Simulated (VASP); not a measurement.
# C (R-3m) in VASP: a series of runs

C is run at these levels: PBEsol; tasks: single point, relaxation of cell and atoms.

Program: VASP 6.6.1. These are calculated values, not measurements. Logs are shortened: lines on timing, memory, paths and dates and some standing lists are left out, and cuts for length are marked.

### Step 1. The cell of the first run

It takes space group R-3m (No. 166, trigonal). Conventional cell: a = 2.462 Å, b = 2.462 Å, c = 10.817 Å, α = 90.00°, β = 90.00°, γ = 120.00°. Within 1.9 Å of C (site symmetry 3m) lie 3 C at 1.42 Å.

### Step 2. Single point, PBEsol

File INCAR:

```
PREC = Accurate ; ENCUT = 600
EDIFF = 1E-6 ; ISMEAR = -1
SIGMA = 0.1 ; LREAL = False
LASPH = True ; NELM = 120
ALGO = Normal ; ISIF = 2
LWAVE = False ; LCHARG = False
GGA = PS ; NBANDS = 11
GGA_COMPAT = False
```

File KPOINTS:

```
Automatic mesh
0
Gamma
  8 8 8
```

File POSCAR:

```
C
1.0
    1.2310171017      0.7107280568      3.6056200892
   -1.2310171017      0.7107280568      3.6056200892
    0.0000000000     -1.4214561083      3.6056200903
C
2
Direct
    0.8333464928      0.8333464928      0.8333464928
    0.1666535072      0.1666535072      0.1666535072
```

Potentials or basis: VASP PAW PBE potentials, release 64 (C).

Started as:

```
$ cat potpaw_PBE.64/C/POTCAR > POTCAR
$ mpirun -np 1 vasp_std > vasp.out
```

OUTCAR:

```text
PREC = Accurate
   ENCUT = 600
   EDIFF = 1E-6
   ISMEAR = -1
   LREAL = False
   LASPH = True
   NELM = 120
   ISIF = 2
   GGA = PS

 ion  position               nearest neighbor table
   1  0.833  0.833  0.833-   2 1.42   2 1.42   2 1.42
   2  0.167  0.167  0.167-   1 1.42   1 1.42   1 1.42

  LATTYP: Found a trigonal (rhomboedric) cell.
 ALAT       =     3.8756978343
 COS(alpha) =     0.7982291852

  Lattice vectors:

 A1 = (   1.2310171017,   0.7107280568,   3.6056200892)
 A2 = (  -1.2310171017,   0.7107280568,   3.6056200892)
 A3 = (   0.0000000000,  -1.4214561083,   3.6056200903)

Analysis of symmetry for initial positions (statically):
=====================================================================
 Subroutine PRICEL returns:
 Original cell was already a primitive cell.

 Routine SETGRP: Setting up the symmetry group for a
 trigonal (rhombohedral) supercell.

 Subroutine GETGRP returns: Found 12 space group operations
 (whereof 12 operations were pure point group operations)
 out of a pool of 12 trial point group operations.

The static configuration has the point symmetry D_3d.

Analysis of symmetry for dynamics (positions and initial velocities):
=====================================================================
 Subroutine PRICEL returns:
 Original cell was already a primitive cell.

 Routine SETGRP: Setting up the symmetry group for a
 trigonal (rhombohedral) supercell.

 Subroutine GETGRP returns: Found 12 space group operations
 (whereof 12 operations were pure point group operations)
 out of a pool of 12 trial point group operations.

The dynamic configuration has the point symmetry D_3d.

 Subroutine INISYM returns: Found 12 space group operations
 (whereof 12 operations are pure point group operations),
 and found     1 'primitive' translations

----------------------------------------------------------------------------------------

                                     Primitive cell

  volume of cell :      18.9277

  direct lattice vectors                    reciprocal lattice vectors
     1.231017102  0.710728057  3.605620089     0.406168200  0.234501319  0.092448268
    -1.231017102  0.710728057  3.605620089    -0.406168200  0.234501319  0.092448268
     0.000000000 -1.421456108  3.605620090     0.000000000 -0.469002639  0.092448269

  length of vectors
     3.875697834  3.875697834  3.875697834     0.478027361  0.478027361  0.478027361

  position of ions in fractional coordinates (direct lattice)
[... 85 lines left out ...]
   ISIF   =      2    stress and relaxation
   ISYM   =      2    0-nonsym 1-usesym 2-fastsym
   POTIM  = 0.5000    time-step for ionic-motion
   TEBEG  =    0.0;   TEEND  =   0.0 temperature during run
   PSTRESS=    0.0 pullay stress
   NELECT =       8.0000    total number of electrons
   NUPDOWN=      -1.0000    fix difference up-down
   EMIN   =  10.00;   EMAX   =-10.00  energy-range for DOS
   EFERMI =   0.00;   METHOD = LEGACY
   ISMEAR =    -1;   SIGMA  =   0.10  broadening in eV -4-tet -1-fermi 0-gaus
   EFERMI_NEDOS =   21; number of points for ismear=-14 and -15
   IALGO  =     38    algorithm
   IMIX   =      4    mixing-type and parameters
     AMIX     =   0.40;   BMIX     =  1.00
     AMIX_MAG =   1.60;   BMIX_MAG =  1.00
  volume/ion in A,a.u.               =       9.46        63.87
  Fermi-wavevector in a.u.,A,eV,Ry     =   1.228585  2.321689 20.536924  1.509421
  Thomas-Fermi vector in A             =   2.363505
   LORBIT       =      0    0 simple, 1 ext, 2 COOP (PROOUT), +10 PAW based schemes
   GGA     = PS    functional components
   LHFCALC =     F    Hartree Fock is set to
   AEXX    =    0.0000 exact exchange contribution
   IVDW    =     0    specifies the selected vdW correction
   LEPSILON=     F    determine dielectric tensor
   LRPA    =     F    only Hartree local field effects (RPA)
 non-spin polarized calculation
  energy-cutoff  :      600.00
  volume of cell :       18.93
 maximum number of plane-waves:       643
   NGX = 15   NGY = 15   NGZ = 15

 number of electron       8.0000000 magnetization

 Free energy of the ion-electron system (eV)
  ---------------------------------------------------
  ext. energy  EPLUGINS =         0.00000000
  ---------------------------------------------------
  free energy    TOTEN  =       -19.29490609 eV

  energy without entropy =      -19.29487812  energy(sigma->0) =      -19.29489210

 E-fermi :   4.0306     XC(G=0): -10.0450

 val. band max:        3.2208169791   @ k =  -0.1250   0.5000   0.1250
 cond. band min:       4.9270657125   @ k =  -0.1250   0.5000   0.1250
 fundamental gap:      1.7062487334
 Fermi energy:         4.0306256736

 k-point     1 :       0.0000    0.0000    0.0000
  band No.  band energies     occupation
      1     -15.5774      2.00000
      2      -2.9365      2.00000
      3       1.0314      2.00000
      4       1.0314      2.00000
      5       7.5706      0.00000
      6      12.3599      0.00000
      7      12.3599      0.00000
      8      15.4759      0.00000
      9      16.8002      0.00000
     10      26.4104      0.00000
     11      26.9221      0.00000
[... 309 lines left out ...]
 k-point    24 :       0.3750    0.1250    0.1250
  band No.  band energies     occupation
      1     -14.0418      2.00000
      2      -3.3902      2.00000
      3      -1.7717      2.00000
      4      -0.9940      2.00000
      5      10.7847      0.00000
      6      11.5137      0.00000
      7      12.1957      0.00000
      8      17.4704      0.00000
      9      19.0616      0.00000
     10      23.1506      0.00000
     11      26.4171      0.00000

 [... further k-points ...]

------------------------ aborting loop because EDIFF is reached ----------------------------------------

  FORCE on cell =-STRESS in cart. coord.  units (eV):
  Direction    XX          YY          ZZ          XY          YZ          ZX
  --------------------------------------------------------------------------------------
  -------------------------------------------------------------------------------------
  Total       -0.1150029     -0.1150029     -0.0338663      0.0000000      0.0000000      0.0000000
  in kB       -9.7346574     -9.7346574     -2.8666825      0.0000000      0.0000000      0.0000000
  external PRESSURE =      -7.4453324 kB  Pullay stress =       0.0000000 kB

 VOLUME and BASIS-vectors are now :
 -----------------------------------------------------------------------------
  energy-cutoff  :      600.00
  volume of cell :       18.93
      direct lattice vectors                 reciprocal lattice vectors
     1.231017102  0.710728057  3.605620089     0.406168200  0.234501319  0.092448268
    -1.231017102  0.710728057  3.605620089    -0.406168200  0.234501319  0.092448268
     0.000000000 -1.421456108  3.605620090     0.000000000 -0.469002639  0.092448269

 POSITION                                       TOTAL-FORCE (eV/Angst)
 -----------------------------------------------------------------------------------
      0.00000      0.00000      9.01419         0.000000      0.000000      0.000210
      0.00000      0.00000      1.80267         0.000000     -0.000000     -0.000210
 -----------------------------------------------------------------------------------
    total drift:                                0.000000      0.000000     -0.000000

  FREE ENERGIE OF THE ION-ELECTRON SYSTEM (eV)
  ---------------------------------------------------
  free  energy   TOTEN  =       -19.2949060893 eV

  energy  without entropy=      -19.2948781177  energy(sigma->0) =      -19.29489210
```

Run time: 28 s. Hardware: 1 thread of Intel Xeon 8259CL, shared host; peak memory 0.17 GiB.

What came out:

```
Free energy : -19.2949 eV
Pressure    : -0.7 GPa
```

Stress tensor (GPa, compression positive):
```
-0.97  0.00  0.00
 0.00 -0.97  0.00
 0.00  0.00 -0.29
```

Caveat: this functional lacks dispersion, which binds layers or chains, so the pressure and a relaxed spacing across them are unreliable; the PAW data sets were made with another functional, which shifts forces and pressure a little.

### Step 3. Relaxation of cell and atoms, PBEsol

This run uses another cell than the first one, of 8.74 Å³/atom.

File INCAR:

```
PREC = Accurate ; ENCUT = 600
EDIFF = 1E-7 ; ISMEAR = -1
SIGMA = 0.1 ; LREAL = F
LASPH = T ; NELM = 120
ALGO = Normal ; ISIF = 3
LWAVE = F ; LCHARG = F
GGA = PS ; IBRION = 2
NSW = 80 ; EDIFFG = -0.02
GGA_COMPAT = F ; NELMIN = 4
```

KPOINTS is that of step 2.

File POSCAR:

```
C
1.0
    1.2280287100      0.7090027100      3.3470114500
   -1.2280287100      0.7090027100      3.3470114500
    0.0000000000     -1.4180054100      3.3470114500
C
2
Direct
    0.8360000000      0.8360000000      0.8360000000
    0.1640000000      0.1640000000      0.1640000000
```

Potentials or basis: VASP PAW PBE potentials, release 64 (C).

Started as:

```
$ cat potpaw_PBE.64/C/POTCAR > POTCAR
$ mpirun -np 1 vasp_std > vasp.out
```

OUTCAR:

```text
PREC = Accurate
   ENCUT = 600
   EDIFF = 1E-7
   ISMEAR = -1
   LREAL = F
   LASPH = T
   NELM = 120
   ISIF = 3
   GGA = PS
   IBRION = 2
   NSW = 80
   EDIFFG = -0.02
   NELMIN = 4

 ion  position               nearest neighbor table
   1  0.836  0.836  0.836-   2 1.42   2 1.42   2 1.42
   2  0.164  0.164  0.164-   1 1.42   1 1.42   1 1.42

  LATTYP: Found a trigonal (rhomboedric) cell.
 ALAT       =     3.6350000002
 COS(alpha) =     0.7717355885

  Lattice vectors:

 A1 = (   1.2280287100,   0.7090027100,   3.3470114500)
 A2 = (  -1.2280287100,   0.7090027100,   3.3470114500)
 A3 = (   0.0000000000,  -1.4180054100,   3.3470114500)

Analysis of symmetry for initial positions (statically):
=====================================================================
 Subroutine PRICEL returns:
 Original cell was already a primitive cell.

 Routine SETGRP: Setting up the symmetry group for a
 trigonal (rhombohedral) supercell.

 Subroutine GETGRP returns: Found 12 space group operations
 (whereof 12 operations were pure point group operations)
 out of a pool of 12 trial point group operations.

The static configuration has the point symmetry D_3d.

Analysis of symmetry for dynamics (positions and initial velocities):
=====================================================================
 Subroutine PRICEL returns:
 Original cell was already a primitive cell.

 Routine SETGRP: Setting up the symmetry group for a
 trigonal (rhombohedral) supercell.

 Subroutine GETGRP returns: Found 12 space group operations
 (whereof 12 operations were pure point group operations)
 out of a pool of 12 trial point group operations.

The dynamic configuration has the point symmetry D_3d.

 Subroutine INISYM returns: Found 12 space group operations
 (whereof 12 operations are pure point group operations),
 and found     1 'primitive' translations

[... 125 lines left out ...]
 conjugate gradient relaxation of ions
 non-spin polarized calculation
  energy-cutoff  :      600.00
  volume of cell :       17.48
 maximum number of plane-waves:       596
 NGX is ok and might be reduce to    30
   NGX = 15   NGY = 15   NGZ = 15

--------------------------------------- Ionic step        1  -------------------------------------------

 number of electron       8.0000000 magnetization

 Free energy of the ion-electron system (eV)
  ---------------------------------------------------
  ext. energy  EPLUGINS =         0.00000000
  ---------------------------------------------------
  free energy    TOTEN  =       -19.26648640 eV

  energy without entropy =      -19.26643290  energy(sigma->0) =      -19.26645965

------------------------ aborting loop because EDIFF is reached ----------------------------------------

  FORCE on cell =-STRESS in cart. coord.  units (eV):
  Direction    XX          YY          ZZ          XY          YZ          ZX
  --------------------------------------------------------------------------------------
  -------------------------------------------------------------------------------------
  Total        0.2058937      0.2058937      0.0538468      0.0000000      0.0000000      0.0000000
  in kB       18.8663922     18.8663922      4.9340748      0.0000000      0.0000000      0.0000000
  external PRESSURE =      14.2222864 kB  Pullay stress =       0.0000000 kB
[... 275 lines left out ...]
--------------------------------------- Ionic step        9  -------------------------------------------

 number of electron       8.0000000 magnetization

 Free energy of the ion-electron system (eV)
  ---------------------------------------------------
  ext. energy  EPLUGINS =         0.00000000
  ---------------------------------------------------
  free energy    TOTEN  =       -19.29266269 eV

  energy without entropy =      -19.29263310  energy(sigma->0) =      -19.29264790

 E-fermi :   4.2140     XC(G=0): -10.1873

 val. band max:        3.4207533100   @ k =  -0.1250   0.5000   0.1250
 cond. band min:       5.0916473562   @ k =  -0.1250   0.5000   0.1250
 fundamental gap:      1.6708940462
 Fermi energy:         4.2140123618

 k-point     1 :       0.0000    0.0000    0.0000
  band No.  band energies     occupation
      1     -15.4347      2.00000
      2      -2.6929      2.00000
      3       1.2089      2.00000
      4       1.2089      2.00000
      5       7.8434      0.00000
      6      12.5521      0.00000
      7      12.5521      0.00000
      8      15.6664      0.00000
[... 243 lines left out ...]
 k-point    24 :       0.3750    0.1250    0.1250
  band No.  band energies     occupation
      1     -13.8864      2.00000
      2      -3.2219      2.00000
      3      -1.5934      2.00000
      4      -0.8193      2.00000
      5      11.1148      0.00000
      6      11.7296      0.00000
      7      12.4120      0.00000
      8      17.6705      0.00000

 [... further k-points ...]

------------------------ aborting loop because EDIFF is reached ----------------------------------------

  FORCE on cell =-STRESS in cart. coord.  units (eV):
  Direction    XX          YY          ZZ          XY          YZ          ZX
  --------------------------------------------------------------------------------------
  -------------------------------------------------------------------------------------
  Total       -0.0082269     -0.0082269      0.0029396      0.0000000      0.0000000      0.0000000
  in kB       -0.7110421     -0.7110421      0.2540675      0.0000000      0.0000000      0.0000000
  external PRESSURE =      -0.3893389 kB  Pullay stress =       0.0000000 kB
[... 17 lines left out ...]
  FREE ENERGIE OF THE ION-ELECTRON SYSTEM (eV)
  ---------------------------------------------------
  free  energy   TOTEN  =       -19.2926626936 eV

  energy  without entropy=      -19.2926331012  energy(sigma->0) =      -19.29264790

 reached required accuracy - stopping structural energy minimisation
```

OSZICAR:

```text
N       E                     dE             d eps       ncg     rms          rms(c)
DAV:   1     0.817502423982E+01    0.81750E+01   -0.51668E+03  1072   0.102E+03
DAV:   2    -0.201045229294E+02   -0.28280E+02   -0.26624E+02  1528   0.139E+02
DAV:   3    -0.204598733593E+02   -0.35535E+00   -0.35535E+00  1280   0.190E+01
[... 77 lines left out ...]
DAV:   6    -0.192926677909E+02   -0.15892E-04   -0.59970E-05  1408   0.597E-02    0.316E-02
DAV:   7    -0.192926624505E+02    0.53404E-05   -0.21005E-05  1176   0.367E-02    0.706E-03
DAV:   8    -0.192926625730E+02   -0.12246E-06   -0.16524E-07  1304   0.448E-03    0.453E-03
DAV:   9    -0.192926626825E+02   -0.10952E-06   -0.48218E-08  1056   0.210E-03    0.113E-03
DAV:  10    -0.192926626936E+02   -0.11103E-07   -0.14203E-08   520   0.101E-03
   9 F= -.19292663E+02 E0= -.19292648E+02  d E =-.263855E-02
```

It took 3 min on 1 thread of Intel Xeon 8259CL, shared host; peak memory 0.16 GiB.

Results:

* Free energy: -19.2927 eV
* Relaxed volume: 9.27 Å³/atom
* Relaxed cell: a = 3.811 Å, b = 3.811 Å, c = 3.811 Å, α = 37.66°, β = 37.66°, γ = 37.66°
* Space group after relaxing (to 0.1 Å): R-3m (No. 166)
* Energy gained by relaxing: 13.1 meV/atom
* Ionic steps: 9
* Pressure after relaxing: 0.0 GPa
* Largest force after relaxing: 0.015 eV/Å

Forces in eV/Å, atoms in the order of the input:
```
C    0.000  0.000  0.015
C    0.000  0.000 -0.015
```

The path:
| step | energy change (eV) | largest force (eV/Å) | pressure (GPa) | volume (Å³) |
| --- | --- | --- | --- | --- |
| 1 | 0.0000 | 0.8729 | 1.42 | 17.48 |
| 2 | -0.0136 | 0.5239 | -2.56 | 17.68 |
| 3 | -0.0231 | 0.0219 | -0.92 | 17.60 |
| 4 | -0.0224 | 0.0525 | 2.84 | 17.49 |
| 5 | -0.0235 | 0.0066 | 0.51 | 17.56 |
| 6 | -0.0238 | 0.0068 | 0.48 | 17.61 |
| 7 | -0.0245 | 0.0076 | 0.38 | 17.74 |
| 8 | -0.0255 | 0.0095 | 0.22 | 18.01 |
| 9 | -0.0262 | 0.0147 | -0.04 | 18.54 |

Final structure:
```
CELL_PARAMETERS angstrom
1.23013 0.71022 3.53634
-1.23013 0.71022 3.53634
0.00000 -1.42043 3.53634
ATOMIC_POSITIONS crystal
C 0.83331 0.83331 0.83331
C 0.16669 0.16669 0.16669
```

Caveat: this functional lacks dispersion, which binds layers or chains, so the pressure and a relaxed spacing across them are unreliable; the PAW data sets were made with another functional, which shifts forces and pressure a little. Zero-point motion and thermal expansion aren't in these numbers.
